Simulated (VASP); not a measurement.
Crystal: MgZrC.

```xyz
3
Lattice="3.4848 0.0000 0.0000 0.0000 3.4848 0.0000 0.0000 0.0000 4.6331" Properties=species:S:1:pos:R:3 pbc="T T T"
Mg    0.0000    0.0000    2.3166
Zr    0.0000    0.0000    0.0000
C     1.7424    1.7424    0.0000
```

```yaml
Program: VASP 6.6.1
Task: relaxation of cell and atoms
Functional: PBE
Potentials_or_basis: VASP PAW PBE potentials, release 64 (Mg, Zr_sv, C)
Cutoff: 600 eV
k_mesh: 6 × 6 × 4
Occupations: gaussian, width 0.1 eV
Spin: no spin polarisation
```

At the start: pressure 3.9 GPa; volume 18.75 Å³/atom.

Q: How do energy, volume and symmetry change on relaxing?

A: Over 8 steps the energy falls by 1064.4 meV/atom and the volume is 21.29 Å³/atom (+13.5 %); space group P4/mmm (No. 123, to 0.05 Å).

Step by step:
```tsv
step	energy change (eV)	largest force (eV/Å)	pressure (GPa)	volume (Å³)
1	0.0000	0.0000	3.87	56.26
2	-2.4277	0.0000	21.76	55.88
3	-3.0226	0.0000	8.07	56.88
4	-3.0169	0.0000	9.33	56.80
5	-3.1268	0.0000	-4.31	65.97
6	-3.1701	0.0000	-0.27	62.56
7	-3.1888	0.0000	-0.08	63.33
8	-3.1931	0.0000	0.12	63.88
```

Final structure:
```
Mg Zr C
1.0
     3.21043    0.00000    0.00000
     0.00000    3.21043    0.00000
     0.00000    0.00000    6.19751
Mg Zr C
1 1 1
Cartesian
  0.0000 0.0000 3.0988
  0.0000 0.0000 0.0000
  1.6052 1.6052 6.1975
```
